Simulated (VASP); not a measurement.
InB3:

```
In B
1.0
     3.03582    1.75273    2.85123
    -3.03582    1.75273    2.85123
     0.00000   -3.50546    2.85123
In B
2 6
Direct
  0.26900 0.26900 0.26900
  0.73100 0.73100 0.73100
  0.79700 0.25200 0.79700
  0.79700 0.79700 0.25200
  0.25200 0.79700 0.79700
  0.20300 0.74800 0.20300
  0.74800 0.20300 0.20300
  0.20300 0.20300 0.74800
```

- Program: VASP 6.6.1
- Task: relaxation of cell and atoms
- Functional: PBE
- Potentials or basis: VASP PAW PBE potentials, release 64 (In_d, B)
- Cutoff: 600 eV
- k mesh: 6 × 6 × 6
- Occupations: gaussian, width 0.1 eV
- Spin: no spin polarisation

At the start: pressure 10.5 GPa; volume 11.38 Å³/atom.

Question: How do energy, volume and symmetry change on relaxing?

Answer: Over 30 steps the energy falls by 1024.6 meV/atom and the volume is 12.00 Å³/atom (+5.5 %); space group R-3m (No. 166, to 0.1 Å) before and after.

Step by step:
```tsv
step	energy change (eV)	largest force (eV/Å)	pressure (GPa)	volume (Å³)
1	0.0000	2.3411	10.52	91.03
2	-1.6007	2.0713	0.28	101.16
3	-1.7652	2.2413	-0.80	104.73
4	-3.2973	1.6203	4.12	109.72
5	-3.5912	1.9947	7.07	112.31
6	-4.5711	1.0108	-3.93	123.27
7	-4.6327	0.9161	-6.54	126.39
8	-5.1692	0.7601	-7.48	124.36
9	-5.9622	1.0680	-13.82	118.15
10	-6.6346	1.2077	-9.76	110.38
11	-6.6630	2.8096	5.48	98.39
12	-6.9105	1.8239	-5.50	105.57
13	-6.9478	2.1534	-2.27	102.96
14	-6.9491	2.0888	-2.96	103.47
15	-7.1963	1.9962	-2.14	101.86
16	-7.6935	1.3146	2.04	97.12
17	-6.1912	4.8043	22.75	88.09
18	-7.7147	1.1847	3.25	96.21
19	-7.7273	0.7869	5.28	94.80
20	-7.8894	0.7840	2.32	96.54
21	-7.8980	0.8290	1.66	97.04
22	-8.0724	0.4113	-1.69	98.92
23	-8.0990	0.2570	-3.39	99.95
24	-8.1536	0.3770	-0.84	97.57
25	-8.1594	0.5273	0.32	96.58
26	-8.1856	0.1584	0.61	96.04
27	-8.1883	0.1631	0.76	95.82
28	-8.1949	0.1243	-0.44	96.32
29	-8.1949	0.1234	-0.43	96.32
30	-8.1968	0.0379	-0.08	95.99
```

Final structure:
```xyz
8
Lattice="3.3228 1.9184 2.5098 -3.3228 1.9184 2.5098 0.0000 -3.8368 2.5098" Properties=species:S:1:pos:R:3 pbc="T T T"
In    0.0000    0.0000    2.4566
In    0.0000    0.0000    5.0729
B     2.0566   -1.1874    5.5195
B     0.0000    2.3747    5.5195
B    -2.0566   -1.1874    5.5195
B    -2.0566    1.1874    2.0101
B     2.0566    1.1874    2.0101
B     0.0000   -2.3747    2.0101
```
